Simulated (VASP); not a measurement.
# Be2ZnSe3 (P3m1) in VASP: a series of runs, part 2 of 2

VASP 6.6.1.

### Step 3. Relaxation of shape and atoms at fixed volume, PBE (18.78 Å³/atom)

This run uses another cell than the first one, of 18.78 Å³/atom.

File INCAR:

```
SYSTEM = Be2ZnSe3
  PREC = Accurate
  ENCUT = 600
  EDIFF = 1E-6
  ISMEAR = 0
  SIGMA = 0.02
  LREAL = .False.
  LASPH = .True.
  NELM = 100
  ALGO = Normal
  ISIF = 4
  LWAVE = .False.
  LCHARG = .False.
  GGA = PE
  IBRION = 2
  NSW = 50
  EDIFFG = -0.01
```

File KPOINTS:

```
Automatic mesh
0
Gamma
  12 12 4
  0 0 0
```

File POSCAR:

```
Be2ZnSe3
1.0
    3.7516809840      0.0000000286      0.0000000000
   -1.8758405167      3.2490510247      0.0000000000
    0.0000000000      0.0000000000      9.2462995873
Be Zn Se
2 1 3
Direct
    0.0000000000      0.0000000000      0.0084440000
    0.6666666667      0.3333333333      0.3242370000
    0.3333333333      0.6666666667      0.6631090000
    0.0000000000      0.0000000000      0.7700450000
    0.3333333333      0.6666666667      0.3998320000
    0.6666666667      0.3333333333      0.0843330000
```

Potentials or basis: VASP PAW PBE potentials, release 64 (Be, Zn, Se).

Command:

```bash
> cat potpaw_PBE.64/Be/POTCAR potpaw_PBE.64/Zn/POTCAR potpaw_PBE.64/Se/POTCAR > POTCAR
> mpirun -np 1 vasp_std > vasp.out
```

OUTCAR:

```text
SYSTEM = Be2ZnSe3
   PREC = Accurate
   ENCUT = 600
   EDIFF = 1E-6
   ISMEAR = 0
   LREAL = .False.
   LASPH = .True.
   NELM = 100
   ISIF = 4
   GGA = PE
   IBRION = 2
   NSW = 50
   EDIFFG = -0.01

 ion  position               nearest neighbor table
   1  0.000  0.000  0.008-   4 2.20   6 2.28   6 2.28   6 2.28
   2  0.667  0.333  0.324-   6 2.22   5 2.28   5 2.28   5 2.28
   3  0.333  0.667  0.663-   4 2.38   4 2.38   4 2.38   5 2.43
   4  0.000  0.000  0.770-   1 2.20   3 2.38   3 2.38   3 2.38
   5  0.333  0.667  0.400-   2 2.28   2 2.28   2 2.28   3 2.43
   6  0.667  0.333  0.084-   2 2.22   1 2.28   1 2.28   1 2.28

  LATTYP: Found a hexagonal cell.
 ALAT       =     3.7516809840
 C/A-ratio  =     2.4645751136

  Lattice vectors:

 A1 = (   3.7516809840,   0.0000000286,   0.0000000000)
 A2 = (  -1.8758405167,   3.2490510247,   0.0000000000)
 A3 = (   0.0000000000,   0.0000000000,   9.2462995873)

Analysis of symmetry for initial positions (statically):
=====================================================================
 Subroutine PRICEL returns:
 Original cell was already a primitive cell.

 Routine SETGRP: Setting up the symmetry group for a
 hexagonal supercell.

 Subroutine GETGRP returns: Found  6 space group operations
 (whereof  6 operations were pure point group operations)
 out of a pool of 24 trial point group operations.

The static configuration has the point symmetry C_3v.

Analysis of symmetry for dynamics (positions and initial velocities):
=====================================================================
 Subroutine PRICEL returns:
 Original cell was already a primitive cell.

 Routine SETGRP: Setting up the symmetry group for a
 hexagonal supercell.

 Subroutine GETGRP returns: Found  6 space group operations
 (whereof  6 operations were pure point group operations)
 out of a pool of 24 trial point group operations.

The dynamic configuration has the point symmetry C_3v.

 Subroutine INISYM returns: Found  6 space group operations
 (whereof  6 operations are pure point group operations),
 and found     1 'primitive' translations

----------------------------------------------------------------------------------------

                                     Primitive cell

  volume of cell :     112.7069

  direct lattice vectors                    reciprocal lattice vectors
     3.751680984  0.000000029  0.000000000     0.266547182  0.153891090  0.000000000
    -1.875840517  3.249051025  0.000000000    -0.000000002  0.307782176  0.000000000
     0.000000000  0.000000000  9.246299587     0.000000000  0.000000000  0.108151373

  length of vectors
     3.751680984  3.751680984  9.246299587     0.307782176  0.307782176  0.108151373

  position of ions in fractional coordinates (direct lattice)
     0.000000000  0.000000000  0.008444000
     0.666666667  0.333333333  0.324237000
     0.333333333  0.666666667  0.663109000
     0.000000000  0.000000000  0.770045000
     0.333333333  0.666666667  0.399832000
     0.666666667  0.333333333  0.084333000

  ion indices of the primitive-cell ions
   primitive index   ion index
                 1           1
                 2           2
[... 32 lines left out ...]
            Coordinates               Weight
  0.000000  0.000000  0.000000      1.000000
  0.083333  0.000000  0.000000      6.000000
  0.166667  0.000000  0.000000      6.000000
  0.250000 -0.000000  0.000000      6.000000
  0.333333  0.000000  0.000000      6.000000
  0.416667 -0.000000  0.000000      6.000000
[... 16 lines left out ...]
  0.166667  0.000000  0.250000      6.000000
 -0.000000  0.166667  0.250000      6.000000
 [... further k-points ...]
   k-points           NKPTS =     69   k-points in BZ     NKDIM =     69   number of bands    NBANDS=     21
   number of dos      NEDOS =    301   number of ions     NIONS =      6
   total plane-waves  NPLWV =  72000
   dimension x,y,z NGX =    30 NGY =   30 NGZ =   80
   dimension x,y,z NGXF=    60 NGYF=   60 NGZF=  160
   ions per type =               2   1   3
   NGX,Y,Z   is equivalent  to a cutoff of  13.29, 13.29, 14.38 a.u.
   NGXF,Y,Z  is equivalent  to a cutoff of  26.59, 26.59, 28.77 a.u.
 SYSTEM =  Be2ZnSe3
   PREC   = accura    normal or accurate (medium, high low for compatibility)
   ISTART =      0    job   : 0-new  1-cont  2-samecut
   ICHARG =      2    charge: 1-file 2-atom 10-const
   ISPIN  =      1    spin polarized calculation?
   LNONCOLLINEAR =      F non collinear calculations
   LSORBIT =      F    spin-orbit coupling
   LASPH  =      T    aspherical Exc in radial PAW
   ENCUT  =  600.0 eV  44.10 Ry    6.64 a.u.   7.49  7.49 18.47*2*pi/ulx,y,z
   NELM   =    100;   NELMIN=  2; NELMDL= -5     # of ELM steps
   EDIFF  = 0.1E-05   stopping-criterion for ELM
   LREAL  =      F    real-space projection
   EDIFFG = -.1E-01   stopping-criterion for IOM
   NSW    =     50    number of steps for IOM
   IBRION =      2    ionic relax: 0-MD 1-quasi-New 2-CG
   NFREE  =      1    steps in history (QN), initial steepest desc. (CG)
   ISIF   =      4    stress and relaxation
   ISYM   =      2    0-nonsym 1-usesym 2-fastsym
   POTIM  = 0.5000    time-step for ionic-motion
   TEBEG  =    0.0;   TEEND  =   0.0 temperature during run
   PSTRESS=    0.0 pullay stress
   NELECT =      34.0000    total number of electrons
   NUPDOWN=      -1.0000    fix difference up-down
   EMIN   =  10.00;   EMAX   =-10.00  energy-range for DOS
   EFERMI =   0.00;   METHOD = LEGACY
   ISMEAR =     0;   SIGMA  =   0.02  broadening in eV -4-tet -1-fermi 0-gaus
   EFERMI_NEDOS =   21; number of points for ismear=-14 and -15
   IALGO  =     38    algorithm
   IMIX   =      4    mixing-type and parameters
     AMIX     =   0.40;   BMIX     =  1.00
     AMIX_MAG =   1.60;   BMIX_MAG =  1.00
  volume/ion in A,a.u.               =      18.78       126.76
  Fermi-wavevector in a.u.,A,eV,Ry     =   1.097954  2.074833 16.401878  1.205504
  Thomas-Fermi vector in A             =   2.234324
   LORBIT       =      0    0 simple, 1 ext, 2 COOP (PROOUT), +10 PAW based schemes
   GGA     = PE    functional components
   LHFCALC =     F    Hartree Fock is set to
   AEXX    =    0.0000 exact exchange contribution
   IVDW    =     0    specifies the selected vdW correction
   LEPSILON=     F    determine dielectric tensor
   LRPA    =     F    only Hartree local field effects (RPA)
 conjugate gradient relaxation of ions
 non-spin polarized calculation
 Gauss-broadening in eV      SIGMA  =   0.02
  energy-cutoff  :      600.00
  volume of cell :      112.71
 maximum number of plane-waves:      3798
 NGX is ok and might be reduce to    30
   NGX = 15   NGY = 15   NGZ = 37

--------------------------------------- Ionic step        1  -------------------------------------------

 number of electron      33.9999998 magnetization

 Free energy of the ion-electron system (eV)
  ---------------------------------------------------
  ext. energy  EPLUGINS =         0.00000000
  ---------------------------------------------------
  free energy    TOTEN  =       -23.46539193 eV

  energy without entropy =      -23.46539193  energy(sigma->0) =      -23.46539193

------------------------ aborting loop because EDIFF is reached ----------------------------------------

  FORCE on cell =-STRESS in cart. coord.  units (eV):
  Direction    XX          YY          ZZ          XY          YZ          ZX
  --------------------------------------------------------------------------------------
  -------------------------------------------------------------------------------------
  Total        1.6971673      1.6971673      1.7627920      0.0000000     -0.0000000      0.0000000
  in kB       24.1259732     24.1259732     25.0588570      0.0000000     -0.0000000      0.0000000
  external PRESSURE =      24.4369345 kB  Pullay stress =       0.0000000 kB
[... 147 lines left out ...]
--------------------------------------- Ionic step        5  -------------------------------------------

 number of electron      33.9999999 magnetization

 Free energy of the ion-electron system (eV)
  ---------------------------------------------------
  ext. energy  EPLUGINS =         0.00000000
  ---------------------------------------------------
  free energy    TOTEN  =       -23.46614481 eV

  energy without entropy =      -23.46614481  energy(sigma->0) =      -23.46614481

 E-fermi :   3.2451     XC(G=0):  -9.4398

 val. band max:        3.1159254226   @ k =   0.0000   0.0000   0.0000
 cond. band min:       5.3630738005   @ k =   0.5000  -0.0000   0.0000
 fundamental gap:      2.2471483779
 Fermi energy:         3.2451374988

 k-point     1 :       0.0000    0.0000    0.0000
  band No.  band energies     occupation
      1     -10.8944      2.00000
      2     -10.1810      2.00000
      3      -9.9539      2.00000
      4      -3.7131      2.00000
      5      -3.6655      2.00000
      6      -3.6655      2.00000
[... 565 lines left out ...]
     20       7.4554      0.00000
     21       8.1509      0.00000

 [... further k-points ...]
[... 5 lines left out ...]
  --------------------------------------------------------------------------------------
  -------------------------------------------------------------------------------------
  Total        1.6895534      1.6895534      1.6616546      0.0000000      0.0000000     -0.0000000
  in kB       24.0177382     24.0177382     23.6211444      0.0000000      0.0000000     -0.0000000
  external PRESSURE =      23.8855403 kB  Pullay stress =       0.0000000 kB
[... 21 lines left out ...]
  FREE ENERGIE OF THE ION-ELECTRON SYSTEM (eV)
  ---------------------------------------------------
  free  energy   TOTEN  =       -23.4661448143 eV

  energy  without entropy=      -23.4661448143  energy(sigma->0) =      -23.46614481

 reached required accuracy - stopping structural energy minimisation
```

Run time: 4.3 min. Hardware: 1 thread of Intel Xeon 6975P-C (Granite Rapids), shared host; peak memory 0.41 GiB.

Results:

```
Free energy                  : -23.4661 eV
Energy gained by relaxing    : 0.1 meV/atom
Ionic steps                  : 5
Pressure after relaxing      : 2.4 GPa
Largest force after relaxing : 0.004 eV/Å
Band gap on the k mesh       : 2.25 eV (least direct gap 2.65 eV)
```

Forces in eV/Å, atoms in the order of the input:
```
Be   0.000  0.000 -0.001
Be   0.000  0.000 -0.004
Zn   0.000  0.000 -0.004
Se   0.000  0.000  0.003
Se   0.000  0.000  0.002
Se   0.000  0.000  0.003
```

Step by step:
```tsv
step	energy change (eV)	largest force (eV/Å)	pressure (GPa)	volume (Å³)
1	0.0000	0.0765	2.44	112.71
2	-0.0005	0.0351	2.42	112.71
3	-0.0006	0.0308	2.40	112.71
4	-0.0007	0.0173	2.39	112.71
5	-0.0008	0.0040	2.39	112.71
```

Final structure:
```
Be Zn Se
1.0
     3.74951    0.00000    0.00000
    -1.87476    3.24717    0.00000
     0.00000    0.00000    9.25700
Be Zn Se
2 1 3
Direct
  0.00000 0.00000 0.00899
  0.66667 0.33333 0.32435
  0.33333 0.66667 0.66221
  0.00000 0.00000 0.77074
  0.33333 0.66667 0.39932
  0.66667 0.33333 0.08439
```

A k mesh can miss the band edges.
